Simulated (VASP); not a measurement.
# Mn (P6_3/mmc) in VASP: a series of runs

Runs on Mn. Level: BLYP. Tasks: single point.

Everything below comes from runs of VASP 6.6.1. Logs are shortened: lines on timing, memory, paths and dates and some standing lists are left out, and cuts for length are marked.

## Step 1: The cell of the first run

Symmetry: P6_3/mmc, No. 194, hexagonal system. Conventional cell: a = 2.518 Å, b = 2.518 Å, c = 4.080 Å, α = 90.00°, β = 90.00°, γ = 120.00°. Within 3.3 Å of Mn (site symmetry -6m2) lie 12 Mn at 2.51 to 2.52 Å.

## Step 2: Single point, BLYP, collinear spin, antiferromagnetic start

INCAR

```
PREC = Accurate ; ENCUT = 520
EDIFF = 1E-7 ; ISMEAR = -1
SIGMA = 0.05 ; LREAL = F
LASPH = T ; NELM = 150
ALGO = Normal ; ISIF = 2
LWAVE = F ; LCHARG = F
ISPIN = 2 ; MAGMOM = 3 -3
LORBIT = 11 ; LMAXMIX = 4
GGA = B5 ; ALDAX = 1.0
AGGAX = 1.0 ; AGGAC = 1.0
ALDAC = 0.0 ; NBANDS = 24
```

KPOINTS

```
Automatic mesh
0
Gamma
  14 14 8
```

POSCAR

```
Mn
1.0
    2.5183417483      0.0000000000      0.0000000000
   -1.2591708741      2.1809479295      0.0000000000
    0.0000000000      0.0000000000      4.0799499580
Mn
2
Direct
    0.3333333333      0.6666666667      0.2500000000
    0.6666666667      0.3333333333      0.7500000000
```

Potentials or basis: VASP PAW PBE potentials, release 64 (Mn_pv).

On the command line:

```
> cat potpaw_PBE.64/Mn_pv/POTCAR > POTCAR
> mpirun -np 1 vasp_std > vasp.out
```

OUTCAR:

```text
PREC = Accurate
   ENCUT = 520
   EDIFF = 1E-7
   ISMEAR = -1
   LREAL = F
   LASPH = T
   NELM = 150
   ISIF = 2
   ISPIN = 2
   LORBIT = 11
   GGA = B5

 ion  position               nearest neighbor table
   1  0.333  0.667  0.250-   2 2.51   2 2.51   2 2.51   2 2.51   2 2.51   2 2.51
   2  0.667  0.333  0.750-   1 2.51   1 2.51   1 2.51   1 2.51   1 2.51   1 2.51

  LATTYP: Found a hexagonal cell.
 ALAT       =     2.5183417483
 C/A-ratio  =     1.6200938418

  Lattice vectors:

 A1 = (   2.5183417483,   0.0000000000,   0.0000000000)
 A2 = (  -1.2591708741,   2.1809479295,   0.0000000000)
 A3 = (   0.0000000000,   0.0000000000,   4.0799499580)

Analysis of symmetry for initial positions (statically):
=====================================================================
 Subroutine PRICEL returns:
 Original cell was already a primitive cell.

 Routine SETGRP: Setting up the symmetry group for a
 hexagonal supercell.

 Subroutine GETGRP returns: Found 24 space group operations
 (whereof 12 operations were pure point group operations)
 out of a pool of 24 trial point group operations.

The static configuration has the point symmetry D_3d.
 The point group associated with its full space group is D_6h.

Analysis of symmetry for dynamics (positions and initial velocities):
=====================================================================
 Subroutine PRICEL returns:
 Original cell was already a primitive cell.

 Routine SETGRP: Setting up the symmetry group for a
 hexagonal supercell.

 Subroutine GETGRP returns: Found 24 space group operations
 (whereof 12 operations were pure point group operations)
 out of a pool of 24 trial point group operations.

The dynamic configuration has the point symmetry D_3d.
 The point group associated with its full space group is D_6h.

Analysis of structural, dynamic, and magnetic symmetry:
=====================================================================
 Subroutine PRICEL returns:
 Original cell was already a primitive cell.

 Routine SETGRP: Setting up the symmetry group for a
 hexagonal supercell.

 Subroutine GETGRP returns: Found 24 space group operations
 (whereof 12 operations were pure point group operations)
 out of a pool of 24 trial point group operations.

The overall configuration has the point symmetry D_3d.
 The point group associated with its full space group is D_6h.

 Subroutine INISYM returns: Found 24 space group operations
 (whereof 12 operations are pure point group operations),
 and found     1 'primitive' translations

----------------------------------------------------------------------------------------

                                     Primitive cell

  volume of cell :      22.4086

  direct lattice vectors                    reciprocal lattice vectors
     2.518341748  0.000000000  0.000000000     0.397086694  0.229258110  0.000000000
    -1.259170874  2.180947929  0.000000000     0.000000000  0.458516220  0.000000000
     0.000000000  0.000000000  4.079949958     0.000000000  0.000000000  0.245101045

  length of vectors
     2.518341748  2.518341748  4.079949958     0.458516220  0.458516220  0.245101045

  position of ions in fractional coordinates (direct lattice)
     0.333333333  0.666666667  0.250000000
     0.666666667  0.333333333  0.750000000

  ion indices of the primitive-cell ions
   primitive index   ion index
                 1           1
                 2           2

----------------------------------------------------------------------------------------

 KPOINTS: Automatic mesh

Automatic generation of k-mesh.
 Grid dimensions read from file:
 generate k-points for:   14   14    8

 Generating k-lattice:

  Cartesian coordinates                     Fractional coordinates (reciprocal lattice)
     0.028363335  0.016375579  0.000000000     0.071428571  0.000000000  0.000000000
     0.000000000  0.032751159  0.000000000     0.000000000  0.071428571  0.000000000
     0.000000000  0.000000000  0.030637631     0.000000000  0.000000000  0.125000000

  Length of vectors
     0.032751159  0.032751159  0.030637631

  Shift w.r.t. Gamma in fractional coordinates (k-lattice)
     0.000000000  0.000000000  0.000000000

 Subroutine IBZKPT returns following result:
 ===========================================

 Found    120 irreducible k-points:

 Following reciprocal coordinates:
            Coordinates               Weight
  0.000000  0.000000  0.000000      1.000000
  0.071429  0.000000  0.000000      6.000000
  0.142857  0.000000  0.000000      6.000000
  0.214286  0.000000  0.000000      6.000000
  0.285714  0.000000  0.000000      6.000000
  0.357143  0.000000  0.000000      6.000000
[... 16 lines left out ...]
  0.285714  0.285714  0.000000      6.000000
  0.357143  0.285714  0.000000      6.000000
 [... further k-points ...]
   k-points           NKPTS =    120   k-points in BZ     NKDIM =    120   number of bands    NBANDS=     24
   number of dos      NEDOS =    301   number of ions     NIONS =      2
   total plane-waves  NPLWV =  12000
   dimension x,y,z NGX =    20 NGY =   20 NGZ =   30
   dimension x,y,z NGXF=    40 NGYF=   40 NGZF=   60
   ions per type =               2
   NGX,Y,Z   is equivalent  to a cutoff of  13.20, 13.20, 12.22 a.u.
   NGXF,Y,Z  is equivalent  to a cutoff of  26.41, 26.41, 24.45 a.u.
 SYSTEM =  unknown system
   PREC   = accura    normal or accurate (medium, high low for compatibility)
   ISTART =      0    job   : 0-new  1-cont  2-samecut
   ICHARG =      2    charge: 1-file 2-atom 10-const
   ISPIN  =      2    spin polarized calculation?
   LNONCOLLINEAR =      F non collinear calculations
   LSORBIT =      F    spin-orbit coupling
   LASPH  =      T    aspherical Exc in radial PAW
   ENCUT  =  520.0 eV  38.22 Ry    6.18 a.u.   4.68  4.68  7.59*2*pi/ulx,y,z
   NELM   =    150;   NELMIN=  2; NELMDL= -5     # of ELM steps
   EDIFF  = 0.1E-06   stopping-criterion for ELM
   LREAL  =      F    real-space projection
   EDIFFG = 0.1E-05   stopping-criterion for IOM
   NSW    =      0    number of steps for IOM
   IBRION =     -1    ionic relax: 0-MD 1-quasi-New 2-CG
   NFREE  =      0    steps in history (QN), initial steepest desc. (CG)
   ISIF   =      2    stress and relaxation
   ISYM   =      2    0-nonsym 1-usesym 2-fastsym
   POTIM  = 0.5000    time-step for ionic-motion
   TEBEG  =    0.0;   TEEND  =   0.0 temperature during run
   PSTRESS=    0.0 pullay stress
   NELECT =      26.0000    total number of electrons
   NUPDOWN=      -1.0000    fix difference up-down
   EMIN   =  10.00;   EMAX   =-10.00  energy-range for DOS
   EFERMI =   0.00;   METHOD = LEGACY
   ISMEAR =    -1;   SIGMA  =   0.05  broadening in eV -4-tet -1-fermi 0-gaus
   EFERMI_NEDOS =   21; number of points for ismear=-14 and -15
   IALGO  =     38    algorithm
   IMIX   =      4    mixing-type and parameters
     AMIX     =   0.40;   BMIX     =  1.00
     AMIX_MAG =   1.60;   BMIX_MAG =  1.00
  volume/ion in A,a.u.               =      11.20        75.61
  Fermi-wavevector in a.u.,A,eV,Ry     =   1.720261  3.250822 40.263693  2.959298
  Thomas-Fermi vector in A             =   2.796733
   LORBIT       =     11    0 simple, 1 ext, 2 COOP (PROOUT), +10 PAW based schemes
   GGA     = B5    functional components
   LHFCALC =     F    Hartree Fock is set to
   AEXX    =    0.0000 exact exchange contribution
   IVDW    =     0    specifies the selected vdW correction
   LEPSILON=     F    determine dielectric tensor
   LRPA    =     F    only Hartree local field effects (RPA)
 spin polarized calculation
  energy-cutoff  :      520.00
  volume of cell :       22.41
 maximum number of plane-waves:       620
 NGX is ok and might be reduce to    20
   NGX =  9   NGY =  9   NGZ = 15

 number of electron      26.0000017 magnetization      -0.0000000

 number of electron      26.0000017 magnetization       0.0000000

 Free energy of the ion-electron system (eV)
  ---------------------------------------------------
  ext. energy  EPLUGINS =         0.00000000
  ---------------------------------------------------
  free energy    TOTEN  =       -15.57430717 eV

  energy without entropy =      -15.55587290  energy(sigma->0) =      -15.56509004

 E-fermi :  10.2948     XC(G=0): -13.1787

 val. band max:       10.2816146889   @ k =   0.2857   0.2857   0.5000
 cond. band min:      10.3031754822   @ k =   0.1429   0.0000   0.0000
 fundamental gap:      0.0215607933
 Fermi energy:        10.2948137011

 spin component 1

 k-point     1 :       0.0000    0.0000    0.0000
  band No.  band energies     occupation
      1     -37.9229      1.00000
      2     -37.4477      1.00000
      3     -37.4477      1.00000
      4     -36.7977      1.00000
      5     -36.7356      1.00000
      6     -36.7356      1.00000
[... 16 lines left out ...]
     23      35.9316      0.00000
     24      35.9316      0.00000
[... 598 lines left out ...]
      2     -37.7554      1.00000
      3     -37.7300      1.00000
      4     -37.1205      1.00000
      5     -37.0410      1.00000
      6     -36.8327      1.00000
[... 16 lines left out ...]
     23      26.7519      0.00000
     24      27.2302      0.00000

 [... further k-points ...]

 spin component 2

 k-point     1 :       0.0000    0.0000    0.0000
  band No.  band energies     occupation
      1     -37.9229      1.00000
      2     -37.4477      1.00000
      3     -37.4477      1.00000
      4     -36.7977      1.00000
      5     -36.7356      1.00000
      6     -36.7356      1.00000
[... 16 lines left out ...]
     23      35.9316      0.00000
     24      35.9316      0.00000
[... 598 lines left out ...]
      2     -37.7554      1.00000
      3     -37.7300      1.00000
      4     -37.1205      1.00000
      5     -37.0410      1.00000
      6     -36.8327      1.00000
[... 16 lines left out ...]
     23      26.7519      0.00000
     24      27.2302      0.00000

 [... further k-points ...]
[... 5 lines left out ...]
  --------------------------------------------------------------------------------------
  -------------------------------------------------------------------------------------
  Total        0.0297031      0.0297031      0.0236001      0.0000000      0.0000000     -0.0000000
  in kB        2.1237236      2.1237236      1.6873687      0.0000000      0.0000000     -0.0000000
  external PRESSURE =       1.9782720 kB  Pullay stress =       0.0000000 kB

 VOLUME and BASIS-vectors are now :
 -----------------------------------------------------------------------------
  energy-cutoff  :      520.00
  volume of cell :       22.41
      direct lattice vectors                 reciprocal lattice vectors
     2.518341748  0.000000000  0.000000000     0.397086694  0.229258110  0.000000000
    -1.259170874  2.180947929  0.000000000     0.000000000  0.458516220  0.000000000
     0.000000000  0.000000000  4.079949958     0.000000000  0.000000000  0.245101045

 POSITION                                       TOTAL-FORCE (eV/Angst)
 -----------------------------------------------------------------------------------
     -0.00000      1.45397      1.01999         0.000000      0.000000      0.000000
      1.25917      0.72698      3.05996        -0.000000     -0.000000      0.000000
 -----------------------------------------------------------------------------------
    total drift:                               -0.000000      0.000000     -0.000000

  FREE ENERGIE OF THE ION-ELECTRON SYSTEM (eV)
  ---------------------------------------------------
  free  energy   TOTEN  =       -15.5743071718 eV

  energy  without entropy=      -15.5558729023  energy(sigma->0) =      -15.56509004

 total charge

# of ion       s       p       d       tot
------------------------------------------
    1        0.409   6.362   5.184  11.955
    2        0.409   6.362   5.184  11.955
--------------------------------------------------
tot          0.819  12.725  10.367  23.910

 magnetization (x)

# of ion       s       p       d       tot
------------------------------------------
    1        0.005   0.010   0.715   0.730
    2       -0.005  -0.010  -0.715  -0.730
--------------------------------------------------
tot          0.000   0.000   0.000   0.000
```

It took 2.8 min on 1 thread of Intel Xeon Platinum 8375C at 2.90GHz (Ice Lake), shared host; peak memory 0.2 GiB.

What came out:

- Free energy: -15.5743 eV
- Pressure: 0.2 GPa
- Band gap on the k mesh: zero (filled and empty bands overlap)
- Net moment: 0.00 μB per cell
- Site moments: Mn +0.73, -0.73 μB
- Valence electrons inside the program's atomic spheres: Mn 11.96

Levels at points of the mesh, in eV from the Fermi level:
Spin up:
```csv
k point,band 10,band 11,band 12,band 13,band 14,band 15,band 16,band 17
"(0.00, 0.00, 0.00)",-1.02,-0.91,-0.34,-0.34,-0.08,-0.08,0.93,1.65
"(0.50, 0.00, 0.00)",-1.18,-1.14,-0.82,-0.37,1.48,1.91,2.12,3.47
"(0.00, 0.00, 0.50)",-1.20,-1.15,-1.15,-0.86,-0.86,0.82,0.82,1.48
"(0.50, 0.00, 0.50)",-2.38,-0.23,0.60,0.76,1.02,1.53,2.12,3.13
```
Spin down:
```tsv
k point	band 11	band 12	band 13	band 14	band 15	band 16
(0.00, 0.00, 0.00)	-0.91	-0.34	-0.34	-0.08	-0.08	0.93
(0.50, 0.00, 0.00)	-1.14	-0.82	-0.37	1.48	1.91	2.12
(0.00, 0.00, 0.50)	-1.15	-1.15	-0.86	-0.86	0.82	0.82
(0.50, 0.00, 0.50)	-0.23	0.60	0.76	1.02	1.53	2.12
```

Caveat: the PAW data sets were made with another functional, which shifts forces and pressure a little.

## Step 3: Single point, BLYP, collinear spin, antiferromagnetic start (volume scaled by 1.08)

INCAR

```
SYSTEM = Mn
PREC = Accurate
ENCUT = 520
EDIFF = 1E-6
ISMEAR = -1
SIGMA = 0.05
LREAL = .False.
LASPH = .True.
NELM = 150
ALGO = Normal
ISIF = 2
LWAVE = .False.
LCHARG = .False.
ISPIN = 2
MAGMOM = 0.682 -0.682
LORBIT = 11
LMAXMIX = 4
GGA = B5
ALDAX = 1.0
AGGAX = 1.0
AGGAC = 1.0
ALDAC = 0.0
NBANDS = 24
```

KPOINTS

```
regular mesh
0
Gamma
  16 16 9
  0 0 0
```

POSCAR

```
Mn
1.0
    2.5837822891      0.0000000000      0.0000000000
   -1.2918911445      2.2376211002      0.0000000000
    0.0000000000      0.0000000000      4.1859697751
Mn
2
Direct
    0.3333333333      0.6666666667      0.2500000000
    0.6666666667      0.3333333333      0.7500000000
```

Potentials or basis: VASP PAW PBE potentials, release 64 (Mn_pv).

On the command line:

```
> cat potpaw_PBE.64/Mn_pv/POTCAR > POTCAR
> mpirun -np 1 vasp_std > vasp.out
```

Wall time 3.4 min (1 thread of Intel Xeon Platinum 8375C at 2.90GHz (Ice Lake), shared host); peak memory 0.23 GiB.

Results (log left out):

```yaml
Free_energy: -15.5053 eV
Pressure: -11.5 GPa
Band_gap_on_the_k_mesh: zero (filled and empty bands overlap)
Net_moment: 0.00 μB per cell
Site_moments: Mn +1.24, -1.24 μB
Valence_electrons_inside_the_program's_atomic_spheres: Mn 11.83
```

Stress tensor (GPa, compression positive):
```
-12.13   0.00   0.00
  0.00 -12.13   0.00
  0.00   0.00 -10.17
```

Levels at points of the mesh, in eV from the Fermi level:
Spin up:
```csv
k point,band 10,band 11,band 12,band 13,band 14,band 15,band 16,band 17
"(0.00, 0.00, 0.00)",-1.12,-0.79,-0.26,-0.26,-0.10,-0.10,0.78,1.70
"(0.50, 0.00, 0.00)",-1.18,-1.12,-0.67,-0.29,1.07,1.84,2.16,3.12
```
Spin down:
```
           k point  band 11  band 12  band 13  band 14  band 15  band 16
(0.00, 0.00, 0.00)    -0.79    -0.26    -0.26    -0.10    -0.10     0.78
(0.50, 0.00, 0.00)    -1.12    -0.67    -0.29     1.07     1.84     2.16
```

Caveat: the PAW data sets were made with another functional, which shifts forces and pressure a little.
